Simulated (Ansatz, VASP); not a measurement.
## One calculation of Ag, two programs

```
Ag
1.0
    -2.86706    0.00000    0.00000
     0.00000    0.00000   -4.69071
     0.00000   -4.96590    0.00000
Ag
4
Direct
  0.50000 0.78997 0.16667
  0.00000 0.71003 0.66667
  0.00000 0.28997 0.33333
  0.50000 0.21003 0.83333
```

Change from the starting cell: mode 7 (91.3 1/cm) frozen in, largest displacement +0.188 Å.

Alike in both runs: task single point; functional PBEsol; k mesh 20 × 14 × 12; occupations gaussian, width 0.15 eV; no spin polarisation.

|  | VASP | Ansatz |
| --- | --- | --- |
| version | VASP 6.6.1 | Ansatz 0.2.0 |
| potentials or method | VASP PAW PBE potentials, release 64 (Ag), cutoff 500 eV | scalar-relativistic, plane waves, PAW |
| valence electrons in the cell | 44 | 76 |

```tsv
	VASP	Ansatz	Ansatz less VASP
gap on the k mesh at the Fermi level (eV)	none	none	-
pressure (GPa)	2.5	2.7	+0.22
traceless stress, the component that is largest in VASP (GPa)	-3.05	-3.09	-0.036
rms of the force components (eV/Å)	0.565	0.573	+0.0075
```

VASP's potentials were made for PBE, not for PBEsol. Atom by atom the forces differ by 0.007 eV/Å (rms over components). A gap of «none» marks a metal or a gap that the smearing closes. VASP's potentials hold 44 valence electrons a cell and Ansatz's 76, so a difference there can come from the potentials and not from the codes.
